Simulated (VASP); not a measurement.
A run of VASP 6.6.1 is set up as follows.

INCAR

```
PREC     = Accurate       # precision mode
ENCUT    = 600            # plane-wave cutoff, eV
EDIFF    = 1E-6           # SCF threshold, eV
ISMEAR   = 0              # smearing method
SIGMA    = 0.1            # smearing width, eV
LREAL    = False          # projectors in reciprocal space
LASPH    = True           # aspherical terms in the spheres
NELM     = 80             # most SCF steps
ALGO     = Normal         # electronic algorithm
ISIF     = 3              # what is computed and relaxed
LWAVE    = False          # write WAVECAR
LCHARG   = False          # write CHGCAR
GGA      = PS             # functional
IBRION   = 2              # ionic algorithm
NSW      = 100            # ionic steps
EDIFFG   = -0.005         # ionic threshold
```

The input KPOINTS:

```
Automatic mesh
0
Gamma
  16 16 16
```

The input POSCAR:

```
Zr
1.0
   -1.8100000000     -1.8100000000     -1.8100000000
    1.8100000000      1.8100000000     -1.8100000000
    1.8100000000     -1.8100000000      1.8100000000
Zr
1
Direct
    0.0000000000      0.0000000000      0.0000000000
```

Potentials or basis: VASP PAW PBE potentials, release 64 (Zr_sv).

The run is started by

```console
$ cat potpaw_PBE.64/Zr_sv/POTCAR > POTCAR
$ mpirun -np 1 vasp_std > vasp.out
```

(1) What does it give for the band gap on the k mesh?

(2) What does it give for the space group after relaxing (to 0.1 Å)?

(3) What does it give for the relaxed cell?

(4) Estimate the relaxed volume.

## Answers

(1) zero (bands 6 and 7 overlap by 1.94 eV).

(2) Im-3m (No. 229).

(3) a = 3.051 Å, b = 3.051 Å, c = 3.051 Å, α = 109.47°, β = 109.47°, γ = 109.47°.

(4) 21.85 Å³/atom.

Caveat: the PAW data sets were made with another functional, which shifts forces and pressure a little.
